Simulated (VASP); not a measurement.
# ZrS (Fm-3m) in VASP: further runs, part 2 of 2

VASP 6.6.1. Earlier steps stand in the parts before.

**4. Single point, PBEsol**

This run uses another cell than the first one, of 17.27 Å³/atom, 0.973 times its volume.

INCAR reads:

```
ALGO = Normal ; EDIFF = 1E-6
ENCUT = 520 ; GGA = PS
ISIF = 2 ; ISMEAR = -1
LASPH = True ; LCHARG = False
LREAL = False ; LWAVE = False
NBANDS = 16 ; NELM = 60
PREC = Accurate ; SIGMA = 0.15
```

KPOINTS reads:

```
k-points
0
Gamma
  14 14 14
```

POSCAR reads:

```
ZrS
1.0
    0.0000000000      2.5845856146      2.5845856146
    2.5845856146      0.0000000000      2.5845856146
    2.5845856146      2.5845856146      0.0000000000
Zr S
1 1
Direct
    0.0000000000      0.0000000000      0.0000000000
    0.5000000000      0.5000000000      0.5000000000
```

Potentials or basis: VASP PAW PBE potentials, release 64 (Zr_sv, S).

The run is started by

```bash
> cat potpaw_PBE.64/Zr_sv/POTCAR potpaw_PBE.64/S/POTCAR > POTCAR
> mpirun -np 1 vasp_std > vasp.out
```

OUTCAR:

```text
EDIFF = 1E-6
   ENCUT = 520
   GGA = PS
   ISIF = 2
   ISMEAR = -1
   LASPH = True
   LREAL = False
   NELM = 60
   PREC = Accurate

 ion  position               nearest neighbor table
   1  0.000  0.000  0.000-   2 2.58   2 2.58   2 2.58   2 2.58   2 2.58   2 2.58
   2  0.500  0.500  0.500-   1 2.58   1 2.58   1 2.58   1 2.58   1 2.58   1 2.58

  LATTYP: Found a face centered cubic cell.
 ALAT       =     5.1691712292

  Lattice vectors:

 A1 = (   0.0000000000,   2.5845856146,   2.5845856146)
 A2 = (   2.5845856146,   0.0000000000,   2.5845856146)
 A3 = (   2.5845856146,   2.5845856146,   0.0000000000)

Analysis of symmetry for initial positions (statically):
=====================================================================
 Subroutine PRICEL returns:
 Original cell was already a primitive cell.

 Routine SETGRP: Setting up the symmetry group for a
 face centered cubic supercell.

 Subroutine GETGRP returns: Found 48 space group operations
 (whereof 48 operations were pure point group operations)
 out of a pool of 48 trial point group operations.

The static configuration has the point symmetry O_h .

Analysis of symmetry for dynamics (positions and initial velocities):
=====================================================================
 Subroutine PRICEL returns:
 Original cell was already a primitive cell.

 Routine SETGRP: Setting up the symmetry group for a
 face centered cubic supercell.

 Subroutine GETGRP returns: Found 48 space group operations
 (whereof 48 operations were pure point group operations)
 out of a pool of 48 trial point group operations.

The dynamic configuration has the point symmetry O_h .

 Subroutine INISYM returns: Found 48 space group operations
 (whereof 48 operations are pure point group operations),
 and found     1 'primitive' translations

----------------------------------------------------------------------------------------

                                     Primitive cell

  volume of cell :      34.5305

  direct lattice vectors                    reciprocal lattice vectors
     0.000000000  2.584585615  2.584585615    -0.193454609  0.193454609  0.193454609
     2.584585615  0.000000000  2.584585615     0.193454609 -0.193454609  0.193454609
     2.584585615  2.584585615  0.000000000     0.193454609  0.193454609 -0.193454609

  length of vectors
     3.655156029  3.655156029  3.655156029     0.335073212  0.335073212  0.335073212

  position of ions in fractional coordinates (direct lattice)
     0.000000000  0.000000000  0.000000000
     0.500000000  0.500000000  0.500000000

  ion indices of the primitive-cell ions
   primitive index   ion index
                 1           1
                 2           2

----------------------------------------------------------------------------------------

 KPOINTS: k-points

Automatic generation of k-mesh.
 Grid dimensions read from file:
 generate k-points for:   14   14   14

 Generating k-lattice:

  Cartesian coordinates                     Fractional coordinates (reciprocal lattice)
    -0.013818186  0.013818186  0.013818186     0.071428571  0.000000000  0.000000000
     0.013818186 -0.013818186  0.013818186     0.000000000  0.071428571  0.000000000
     0.013818186  0.013818186 -0.013818186     0.000000000  0.000000000  0.071428571

  Length of vectors
     0.023933801  0.023933801  0.023933801

  Shift w.r.t. Gamma in fractional coordinates (k-lattice)
     0.000000000  0.000000000  0.000000000

 Subroutine IBZKPT returns following result:
 ===========================================

 Found    104 irreducible k-points:

 Following reciprocal coordinates:
            Coordinates               Weight
  0.000000  0.000000  0.000000      1.000000
  0.071429  0.000000  0.000000      8.000000
  0.142857  0.000000  0.000000      8.000000
  0.214286  0.000000  0.000000      8.000000
  0.285714  0.000000  0.000000      8.000000
  0.357143  0.000000  0.000000      8.000000
[... 16 lines left out ...]
  0.214286  0.142857  0.000000     24.000000
  0.285714  0.142857  0.000000     24.000000
 [... further k-points ...]
   k-points           NKPTS =    104   k-points in BZ     NKDIM =    104   number of bands    NBANDS=     16
   number of dos      NEDOS =    301   number of ions     NIONS =      2
   total plane-waves  NPLWV =  21952
   dimension x,y,z NGX =    28 NGY =   28 NGZ =   28
   dimension x,y,z NGXF=    56 NGYF=   56 NGZF=   56
   ions per type =               1   1
   NGX,Y,Z   is equivalent  to a cutoff of  12.74, 12.74, 12.74 a.u.
   NGXF,Y,Z  is equivalent  to a cutoff of  25.47, 25.47, 25.47 a.u.
 SYSTEM =  unknown system
   PREC   = accura    normal or accurate (medium, high low for compatibility)
   ISTART =      0    job   : 0-new  1-cont  2-samecut
   ICHARG =      2    charge: 1-file 2-atom 10-const
   ISPIN  =      1    spin polarized calculation?
   LNONCOLLINEAR =      F non collinear calculations
   LSORBIT =      F    spin-orbit coupling
   LASPH  =      T    aspherical Exc in radial PAW
   ENCUT  =  520.0 eV  38.22 Ry    6.18 a.u.   6.80  6.80  6.80*2*pi/ulx,y,z
   NELM   =     60;   NELMIN=  2; NELMDL= -5     # of ELM steps
   EDIFF  = 0.1E-05   stopping-criterion for ELM
   LREAL  =      F    real-space projection
   EDIFFG = 0.1E-04   stopping-criterion for IOM
   NSW    =      0    number of steps for IOM
   IBRION =     -1    ionic relax: 0-MD 1-quasi-New 2-CG
   NFREE  =      0    steps in history (QN), initial steepest desc. (CG)
   ISIF   =      2    stress and relaxation
   ISYM   =      2    0-nonsym 1-usesym 2-fastsym
   POTIM  = 0.5000    time-step for ionic-motion
   TEBEG  =    0.0;   TEEND  =   0.0 temperature during run
   PSTRESS=    0.0 pullay stress
   NELECT =      18.0000    total number of electrons
   NUPDOWN=      -1.0000    fix difference up-down
   EMIN   =  10.00;   EMAX   =-10.00  energy-range for DOS
   EFERMI =   0.00;   METHOD = LEGACY
   ISMEAR =    -1;   SIGMA  =   0.15  broadening in eV -4-tet -1-fermi 0-gaus
   EFERMI_NEDOS =   21; number of points for ismear=-14 and -15
   IALGO  =     38    algorithm
   IMIX   =      4    mixing-type and parameters
     AMIX     =   0.40;   BMIX     =  1.00
     AMIX_MAG =   1.60;   BMIX_MAG =  1.00
  volume/ion in A,a.u.               =      17.27       116.51
  Fermi-wavevector in a.u.,A,eV,Ry     =   1.317543  2.489795 23.618614  1.735919
  Thomas-Fermi vector in A             =   2.447576
   LORBIT       =      0    0 simple, 1 ext, 2 COOP (PROOUT), +10 PAW based schemes
   GGA     = PS    functional components
   LHFCALC =     F    Hartree Fock is set to
   AEXX    =    0.0000 exact exchange contribution
   IVDW    =     0    specifies the selected vdW correction
   LEPSILON=     F    determine dielectric tensor
   LRPA    =     F    only Hartree local field effects (RPA)
 non-spin polarized calculation
  energy-cutoff  :      520.00
  volume of cell :       34.53
 maximum number of plane-waves:       950
   NGX = 13   NGY = 13   NGZ = 13

 number of electron      17.9999999 magnetization

 Free energy of the ion-electron system (eV)
  ---------------------------------------------------
  ext. energy  EPLUGINS =         0.00000000
  ---------------------------------------------------
  free energy    TOTEN  =       -16.55812576 eV

  energy without entropy =      -16.46268239  energy(sigma->0) =      -16.51040407

 E-fermi :  11.1735     XC(G=0): -11.6847

 val. band max:       11.1664497565   @ k =   0.0714   0.0714   0.0000
 cond. band min:      11.1743694901   @ k =   0.2857   0.2857   0.0000
 fundamental gap:      0.0079197336
 Fermi energy:        11.1735037735

 k-point     1 :       0.0000    0.0000    0.0000
  band No.  band energies     occupation
      1     -38.5845      2.00000
      2     -16.5847      2.00000
      3     -16.5847      2.00000
      4     -16.5847      2.00000
      5      -4.8437      2.00000
      6       7.6676      2.00000
[... 8 lines left out ...]
     15      18.3199      0.00000
     16      23.9862      0.00000

 k-point     2 :       0.0714    0.0000    0.0000
  band No.  band energies     occupation
      1     -38.5828      2.00000
      2     -16.6069      2.00000
      3     -16.5865      2.00000
      4     -16.5865      2.00000
      5      -4.7714      2.00000
      6       7.2393      2.00000
[... 8 lines left out ...]
     15      18.5575      0.00000
     16      23.4904      0.00000
[... 387 lines left out ...]
      5      -4.3081      2.00000
      6       5.0773      2.00000
[... 8 lines left out ...]
     15      19.9713      0.00000
     16      21.2476      0.00000

 k-point    24 :       0.2857    0.1429    0.0000
  band No.  band energies     occupation
      1     -38.5647      2.00000
      2     -16.7932      2.00000
      3     -16.6317      2.00000
      4     -16.6247      2.00000
      5      -4.0386      2.00000
      6       4.5497      2.00000
[... 8 lines left out ...]
     15      19.6638      0.00000
     16      20.3989      0.00000

 [... further k-points ...]
[... 5 lines left out ...]
  --------------------------------------------------------------------------------------
  -------------------------------------------------------------------------------------
  Total        0.0519850      0.0519850      0.0519850     -0.0000000      0.0000000      0.0000000
  in kB        2.4120482      2.4120482      2.4120482     -0.0000000      0.0000000      0.0000000
  external PRESSURE =       2.4120482 kB  Pullay stress =       0.0000000 kB

 VOLUME and BASIS-vectors are now :
 -----------------------------------------------------------------------------
  energy-cutoff  :      520.00
  volume of cell :       34.53
      direct lattice vectors                 reciprocal lattice vectors
     0.000000000  2.584585615  2.584585615    -0.193454609  0.193454609  0.193454609
     2.584585615  0.000000000  2.584585615     0.193454609 -0.193454609  0.193454609
     2.584585615  2.584585615  0.000000000     0.193454609  0.193454609 -0.193454609

 POSITION                                       TOTAL-FORCE (eV/Angst)
 -----------------------------------------------------------------------------------
      0.00000      0.00000      0.00000         0.000000      0.000000      0.000000
      2.58459      2.58459      2.58459        -0.000000      0.000000     -0.000000
 -----------------------------------------------------------------------------------
    total drift:                                0.000000      0.000000      0.000000

  FREE ENERGIE OF THE ION-ELECTRON SYSTEM (eV)
  ---------------------------------------------------
  free  energy   TOTEN  =       -16.5581257627 eV

  energy  without entropy=      -16.4626823859  energy(sigma->0) =      -16.51040407
```

OSZICAR:

```text
N       E                     dE             d eps       ncg     rms          rms(c)
DAV:   1     0.120844118242E+03    0.12084E+03   -0.96851E+03  3328   0.110E+03
DAV:   2    -0.123510955299E+02   -0.13320E+03   -0.12836E+03  4336   0.282E+02
DAV:   3    -0.173466987578E+02   -0.49956E+01   -0.49537E+01  5200   0.486E+01
DAV:   4    -0.174440244084E+02   -0.97326E-01   -0.97307E-01  4200   0.605E+00
DAV:   5    -0.174458126463E+02   -0.17882E-02   -0.17882E-02  4936   0.658E-01    0.170E+01
DAV:   6    -0.165987130544E+02    0.84710E+00   -0.17995E+00  4072   0.951E+00    0.779E+00
DAV:   7    -0.165637906541E+02    0.34922E-01   -0.19023E-01  4704   0.286E+00    0.302E+00
DAV:   8    -0.165587591594E+02    0.50315E-02   -0.28115E-02  3928   0.110E+00    0.416E-01
DAV:   9    -0.165582463841E+02    0.51278E-03   -0.42264E-03  3920   0.391E-01    0.176E-01
DAV:  10    -0.165581475981E+02    0.98786E-04   -0.48856E-04  4168   0.214E-01    0.594E-02
DAV:  11    -0.165581263743E+02    0.21224E-04   -0.68058E-05  4304   0.516E-02    0.326E-02
DAV:  12    -0.165581257627E+02    0.61160E-06   -0.34664E-06  4208   0.122E-02
   1 F= -.16558126E+02 E0= -.16510404E+02  d E =-.954434E-01
```

stdout:

```text
POSCAR found type information on POSCAR ZrS
 POSCAR found :  2 types and       2 ions
 scaLAPACK will be used
 -----------------------------------------------------------------------------
|                                                                             |
|                                                                             |
|     You enforced a specific xc type in the INCAR file but a different       |
|     I HOPE YOU KNOW WHAT YOU ARE DOING!                                     |
|                                                                             |
 -----------------------------------------------------------------------------

 LDA part: xc-table for (Slater+PW92), standard interpolation
 POSCAR, INCAR and KPOINTS ok, starting setup
 FFT: planning ... GRIDC
 FFT: planning ... GRID_SOFT
 FFT: planning ... GRID
 WAVECAR not read
 entering main loop
```

It took 27 s on 1 thread of Intel Xeon 6975P-C (Granite Rapids), shared host; peak memory 0.19 GiB.

What came out:

```
Free energy            : -16.5581 eV
Pressure               : 0.2 GPa
Band gap on the k mesh : zero (band 9 reaches 12.77 eV, above the bottom of band 10 at 9.73 eV)
```

Levels at points of the mesh, in eV from the Fermi level:
```
           k point  band 6  band 7  band 8  band 9  band 10  band 11  band 12  band 13
(0.00, 0.00, 0.00)   -3.51   -3.51   -3.51   -1.45    -1.45    -1.45    -0.72    -0.72
(0.50, 0.00, 0.00)   -8.25   -6.13   -6.13    1.60     1.60     1.93     1.96     5.94
(0.50, 0.50, 0.00)   -6.32   -4.47   -4.47   -3.66     0.55     2.57     2.57     3.02
```

Caveat: the PAW data sets were made with another functional, which shifts forces and pressure a little.

**5. Single point, PBEsol (volume scaled by 0.88)**

INCAR reads:

```
ALGO = Normal ; EDIFF = 1E-6
ENCUT = 520 ; GGA = PS
ISIF = 2 ; ISMEAR = 0
LASPH = True ; LCHARG = False
LREAL = False ; LWAVE = False
NBANDS = 16 ; NELM = 100
PREC = Accurate ; SIGMA = 0.1
```

KPOINTS is that of step 4.

POSCAR reads:

```
ZrS
1.0
    0.0000000000      2.4753197050      2.4753197050
    2.4753197050      0.0000000000      2.4753197050
    2.4753197050      2.4753197050      0.0000000000
Zr S
1 1
Direct
    0.0000000000      0.0000000000      0.0000000000
    0.5000000000      0.5000000000      0.5000000000
```

The run is started by

```bash
> cat potpaw_PBE.64/Zr_sv/POTCAR potpaw_PBE.64/S/POTCAR > POTCAR
> mpirun -np 1 vasp_std > vasp.out
```

Wall time 22 s (1 thread of Intel Xeon Platinum 8559C (Emerald Rapids), shared host); peak memory 0.19 GiB.

The run converged. Its results:

- Free energy: -16.2146 eV
- Pressure: 25.4 GPa
- Band gap on the k mesh: zero (band 9 reaches 14.84 eV, above the bottom of band 10 at 11.12 eV)

Levels at points of the mesh, in eV from the Fermi level:
| k point | band 6 | band 7 | band 8 | band 9 | band 10 | band 11 | band 12 | band 13 |
| --- | --- | --- | --- | --- | --- | --- | --- | --- |
| (0.00, 0.00, 0.00) | -3.49 | -3.49 | -3.49 | -1.79 | -1.79 | -1.79 | -0.90 | -0.90 |
| (0.50, 0.00, 0.00) | -8.91 | -6.67 | -6.67 | 1.93 | 1.93 | 2.05 | 2.47 | 6.26 |
| (0.50, 0.50, 0.00) | -6.42 | -4.46 | -4.46 | -4.35 | 0.61 | 3.11 | 3.11 | 3.70 |

Caveat: the cell differs from its parent crystal (volume scaled by 0.88); the PAW data sets were made with another functional, which shifts forces and pressure a little.

**6. Single point, PBEsol (volume scaled by 0.91)**

INCAR reads:

```
  PREC = Accurate
  ENCUT = 520
  EDIFF = 1E-6
  ISMEAR = 0
  SIGMA = 0.1
  LREAL = F
  LASPH = T
  NELM = 100
  ALGO = Normal
  ISIF = 2
  LWAVE = F
  LCHARG = T
  GGA = PS
  LELF = T
  LVHAR = T
  NBANDS = 16
```

KPOINTS reads:

```
Automatic mesh
0
Gamma
  14 14 14
```

POSCAR reads:

```
ZrS
1.0
    0.0000000000      2.5031346140      2.5031346140
    2.5031346140      0.0000000000      2.5031346140
    2.5031346140      2.5031346140      0.0000000000
Zr S
1 1
Direct
    0.0000000000      0.0000000000      0.0000000000
    0.5000000000      0.5000000000      0.5000000000
```

Potentials or basis: VASP PAW PBE potentials, release 64 (Zr_sv, S).

The run is started by

```bash
> cat potpaw_PBE.64/Zr_sv/POTCAR potpaw_PBE.64/S/POTCAR > POTCAR
> mpirun -np 1 vasp_std > vasp.out
```

It took 22 s on 1 thread of Intel Xeon Platinum 8559C (Emerald Rapids), shared host; peak memory 0.18 GiB.

The run converged. Its results:

| Item | Value |
| --- | --- |
| Free energy | -16.3530 eV |
| Pressure | 17.5 GPa |
| Band gap on the k mesh | zero (band 9 reaches 14.28 eV, above the bottom of band 10 at 10.75 eV) |

Levels at points of the mesh, in eV from the Fermi level:
| k point | band 7 | band 8 | band 9 | band 10 | band 11 | band 12 |
| --- | --- | --- | --- | --- | --- | --- |
| (0.00, 0.00, 0.00) | -3.51 | -3.51 | -1.70 | -1.70 | -1.70 | -0.86 |
| (0.50, 0.00, 0.00) | -6.54 | -6.54 | 1.83 | 1.83 | 2.01 | 2.32 |
| (0.50, 0.50, 0.00) | -4.48 | -4.48 | -4.17 | 0.59 | 2.95 | 2.95 |

Caveat: the cell differs from its parent crystal (volume scaled by 0.91); the PAW data sets were made with another functional, which shifts forces and pressure a little.

**7. The runs side by side**

```tsv
cell	smearing	gap on the mesh (eV)	pressure (GPa)
a = 3.689 Å, angles 60.0°, 2 atoms	gaussian 0.1 eV	none	-3.9
a = 3.725 Å, angles 60.0°, 2 atoms	gaussian 0.1 eV	none	-7.4
a = 3.655 Å, angles 60.0°, 2 atoms	fermi-dirac 0.15 eV	none	0.2
a = 3.501 Å, angles 60.0°, 2 atoms	gaussian 0.1 eV	none	25.4
a = 3.540 Å, angles 60.0°, 2 atoms	gaussian 0.1 eV	none	17.5
```

Alike in all rows: task single point; level PBEsol; potentials or basis VASP PAW PBE potentials, release 64 (Zr_sv, S); no spin polarisation; k mesh 14 × 14 × 14; cutoff (eV) 520.

Caveats: the PAW data sets were made with another functional, which shifts forces and pressure a little.

Absolute energies hang on the potentials; compare differences alone.
